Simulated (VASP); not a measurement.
# TiAl3 (Pmm2) in VASP: further runs, part 2 of 2

VASP 6.6.1. Earlier steps stand in the parts before.

## (3) Single point, r2SCAN

POSCAR reads:

```
TiAl3
1.0
    2.8396770000      0.0000000000      0.0000000000
    0.0000000000      4.6812640000      0.0000000000
    0.0000000000      0.0000000000      4.9007420000
Ti Al
1 3
Direct
    0.0000000000      0.5000000000      0.1659160000
    0.5000000000      0.5000000000      0.6672710000
    0.5000000000      0.0000000000      0.3309120000
    0.0000000000      0.0000000000      0.8359000000
```

INCAR.step1 reads:

```
SYSTEM = TiAl3
  ALGO = Normal
  EDIFF = 1E-4
  ENCUT = 520
  GGA = PE
  ISMEAR = 0
  LASPH = .True.
  LCHARG = .False.
  LREAL = .False.
  LWAVE = .True.
  NBANDS = 18
  NELM = 60
  PREC = Accurate
  SIGMA = 0.1
```

INCAR.step2 reads:

```
SYSTEM = TiAl3
  ALGO = Normal
  EDIFF = 1E-6
  ENCUT = 520
  ISIF = 2
  ISMEAR = 0
  ISTART = 1
  LASPH = .True.
  LCHARG = .False.
  LMIXTAU = .True.
  LREAL = .False.
  LWAVE = .False.
  METAGGA = R2SCAN
  NBANDS = 18
  NELM = 60
  PREC = Accurate
  SIGMA = 0.1
```

KPOINTS reads:

```
k-points
0
Gamma
  12 8 8
  0 0 0
```

Potentials or basis: VASP PAW PBE potentials, release 64 (Ti_sv, Al).

On the command line:

```sh
$ cat potpaw_PBE.64/Ti_sv/POTCAR potpaw_PBE.64/Al/POTCAR > POTCAR
$ cp INCAR.step1 INCAR
$ mpirun -np 1 vasp_std > vasp.out
$ cp INCAR.step2 INCAR
$ mpirun -np 1 vasp_std > vasp.out
```

OUTCAR:

```text
SYSTEM = TiAl3
   EDIFF = 1E-6
   ENCUT = 520
   ISIF = 2
   ISMEAR = 0
   ISTART = 1
   LASPH = .True.
   LREAL = .False.
   METAGGA = R2SCAN
   NELM = 60
   PREC = Accurate

 ion  position               nearest neighbor table
   1  0.000  0.500  0.166-   2 2.83   2 2.83   2 2.84   2 2.84   4 2.85   4 2.85   3 2.85   3 2.85
                             3 2.85   3 2.85
   2  0.500  0.500  0.667-   1 2.83   1 2.83   1 2.84   1 2.84   4 2.86   4 2.86   4 2.86   4 2.86
                             3 2.86   3 2.86
[... 704 lines left out ...]
     18      14.0573      0.00000

 [... further k-points ...]
[... 5 lines left out ...]
  --------------------------------------------------------------------------------------
  -------------------------------------------------------------------------------------
  Total       -1.3882372     -0.8196717     -0.5392945      0.0000000      0.0000000      0.0000000
  in kB      -34.1413221    -20.1584247    -13.2630278      0.0000000      0.0000000      0.0000000
  external PRESSURE =     -22.5209249 kB  Pullay stress =       0.0000000 kB

 VOLUME and BASIS-vectors are now :
 -----------------------------------------------------------------------------
  energy-cutoff  :      520.00
  volume of cell :       65.15
      direct lattice vectors                 reciprocal lattice vectors
     2.839677000  0.000000000  0.000000000     0.352152727  0.000000000  0.000000000
     0.000000000  4.681264000  0.000000000     0.000000000  0.213617519  0.000000000
     0.000000000  0.000000000  4.900742000     0.000000000  0.000000000  0.204050734

 POSITION                                       TOTAL-FORCE (eV/Angst)
 -----------------------------------------------------------------------------------
      0.00000      2.34063      0.81311         0.000000      0.000000     -0.021746
      1.41984      2.34063      3.27012         0.000000      0.000000     -0.008584
      1.41984      0.00000      1.62171         0.000000      0.000000      0.032503
      0.00000      0.00000      4.09653         0.000000      0.000000     -0.002173
 -----------------------------------------------------------------------------------
    total drift:                               -0.000000      0.000000     -0.001216

  FREE ENERGIE OF THE ION-ELECTRON SYSTEM (eV)
  ---------------------------------------------------
  free  energy   TOTEN  =       -34.1978776851 eV

  energy  without entropy=      -34.1841921304  energy(sigma->0) =      -34.19103491
```

OSZICAR.step1:

```text
N       E                     dE             d eps       ncg     rms          rms(c)
DAV:   1     0.131949624844E+03    0.13195E+03   -0.95135E+03  6300   0.109E+03
DAV:   2    -0.847687485169E+01   -0.14043E+03   -0.13715E+03  6378   0.295E+02
DAV:   3    -0.210948335570E+02   -0.12618E+02   -0.12428E+02 11204   0.729E+01
DAV:   4    -0.218363934035E+02   -0.74156E+00   -0.73939E+00  7926   0.149E+01
DAV:   5    -0.218667339565E+02   -0.30341E-01   -0.30332E-01  9296   0.293E+00    0.101E+01
DAV:   6    -0.214967268076E+02    0.37001E+00   -0.27952E+01  8598   0.339E+01    0.853E+00
DAV:   7    -0.201257134165E+02    0.13710E+01   -0.12039E+01  8268   0.216E+01    0.295E+00
DAV:   8    -0.200572476636E+02    0.68466E-01   -0.91145E-01  7722   0.772E+00    0.132E+00
DAV:   9    -0.200347156523E+02    0.22532E-01   -0.14993E-01  7688   0.311E+00    0.356E-01
DAV:  10    -0.200349121468E+02   -0.19649E-03   -0.82416E-03  8224   0.713E-01    0.145E-01
DAV:  11    -0.200346314232E+02    0.28072E-03   -0.17346E-03  7408   0.343E-01    0.757E-02
DAV:  12    -0.200346451019E+02   -0.13679E-04   -0.10496E-04  4232   0.963E-02
   1 F= -.20034645E+02 E0= -.20027239E+02  d E =-.148113E-01
```

It took 12 min on 1 thread of Intel Xeon Platinum 8259CL at 2.50GHz (Skylake/Cascade Lake), shared host; peak memory 0.32 GiB.

What came out:

| Property | Result |
| --- | --- |
| Free energy | -34.1979 eV |
| Pressure | -2.3 GPa |
| Largest force | 0.033 eV/Å |

Forces on the atoms (eV/Å):
```
Ti   0.000  0.000 -0.022
Al   0.000  0.000 -0.009
Al   0.000  0.000  0.033
Al   0.000  0.000 -0.002
```

Levels at points of the mesh, in eV from the Fermi level:
```
           k point  band 8  band 9  band 10  band 11  band 12  band 13  band 14  band 15
(0.00, 0.00, 0.00)   -3.84   -2.78    -0.81    -0.41     2.58     2.64     2.85     2.88
(0.50, 0.00, 0.00)   -2.10   -1.84     0.42     0.64     0.71     1.37     1.63     2.50
(0.00, 0.50, 0.00)   -3.27   -2.20    -1.66    -0.14     2.47     2.59     2.89     3.30
(0.50, 0.50, 0.00)   -3.52   -1.74    -0.50    -0.27     0.86     1.15     1.39     3.48
(0.00, 0.00, 0.50)   -2.34   -2.19    -1.28    -0.31     2.44     2.46     2.65     3.40
(0.50, 0.00, 0.50)   -3.71   -1.36    -0.20    -0.06     0.62     1.20     2.13     3.43
(0.00, 0.50, 0.50)   -5.16   -0.18     0.00     0.85     2.50     2.50     3.90     5.35
(0.50, 0.50, 0.50)   -3.49   -3.07    -2.92    -1.00    -0.21     1.13     2.26     2.60
```

Caveat: the PAW data sets were made with another functional, which shifts forces and pressure a little.

## (4) Single point, r2SCAN

POSCAR is that of step 3.

INCAR.step1 reads:

```
SYSTEM = TiAl3
  PREC = Accurate
  ENCUT = 520
  ISMEAR = 0
  SIGMA = 0.1
  LREAL = .False.
  LASPH = .True.
  NELM = 60
  NBANDS = 18
  GGA = PE
  ALGO = Normal
  EDIFF = 1E-4
  LWAVE = .True.
  LCHARG = .False.
```

INCAR.step2 reads:

```
SYSTEM = TiAl3
  PREC = Accurate
  ENCUT = 520
  EDIFF = 1E-7
  ISMEAR = 0
  SIGMA = 0.1
  LREAL = .False.
  LASPH = .True.
  NELM = 60
  ALGO = Normal
  ISIF = 2
  LWAVE = .False.
  LCHARG = .False.
  METAGGA = R2SCAN
  LMIXTAU = .True.
  NBANDS = 18
  ISTART = 1
```

KPOINTS reads:

```
regular mesh
0
Gamma
  14 8 8
  0 0 0
```

On the command line:

```sh
$ cat potpaw_PBE.64/Ti_sv/POTCAR potpaw_PBE.64/Al/POTCAR > POTCAR
$ cp INCAR.step1 INCAR
$ mpirun -np 1 vasp_std > vasp.out
$ cp INCAR.step2 INCAR
$ mpirun -np 1 vasp_std > vasp.out
```

It took 13 min on 1 thread of Intel Xeon Platinum 8259CL at 2.50GHz (Skylake/Cascade Lake), shared host; peak memory 0.35 GiB.

It converged, with:

```yaml
Free_energy: -34.2051 eV
Pressure: -2.3 GPa
Largest_force: 0.040 eV/Å
```

Forces in eV/Å, atoms in the order of the input:
```
Ti   0.000  0.000 -0.016
Al   0.000  0.000 -0.013
Al   0.000  0.000  0.040
Al   0.000  0.000 -0.010
```

Stress tensor (GPa, compression positive):
```
-3.54  0.00  0.00
 0.00 -2.09  0.00
 0.00  0.00 -1.21
```

Levels at points of the mesh, in eV from the Fermi level:
```
           k point  band 8  band 9  band 10  band 11  band 12  band 13  band 14  band 15
(0.00, 0.00, 0.00)   -3.84   -2.78    -0.81    -0.41     2.58     2.64     2.85     2.88
(0.50, 0.00, 0.00)   -2.10   -1.84     0.42     0.65     0.71     1.37     1.63     2.50
(0.00, 0.50, 0.00)   -3.27   -2.20    -1.66    -0.14     2.47     2.59     2.89     3.30
(0.50, 0.50, 0.00)   -3.52   -1.74    -0.50    -0.27     0.87     1.16     1.40     3.48
(0.00, 0.00, 0.50)   -2.34   -2.19    -1.27    -0.30     2.44     2.47     2.65     3.41
(0.50, 0.00, 0.50)   -3.71   -1.36    -0.20    -0.06     0.63     1.21     2.13     3.43
(0.00, 0.50, 0.50)   -5.16   -0.18     0.00     0.86     2.50     2.50     3.91     5.35
(0.50, 0.50, 0.50)   -3.48   -3.07    -2.92    -1.00    -0.21     1.13     2.26     2.60
```

Caveat: the PAW data sets were made with another functional, which shifts forces and pressure a little.

## (5) Overview

```tsv
k mesh	gap on the mesh (eV)	pressure (GPa)	largest force (eV/Å)
10 × 6 × 6, shifted	none	-2.3	0.04
12 × 8 × 8	none	-2.3	0.03
14 × 8 × 8	none	-2.3	0.04
```

Alike in all rows: task single point; level r2SCAN; potentials or basis VASP PAW PBE potentials, release 64 (Ti_sv, Al); no spin polarisation; cell as given; cutoff (eV) 520; smearing gaussian 0.1 eV.

Every run on the cell as given and a fine mesh finds a metal.

Caveats: the PAW data sets were made with another functional, which shifts forces and pressure a little.

Absolute energies hang on the potentials; compare differences alone.
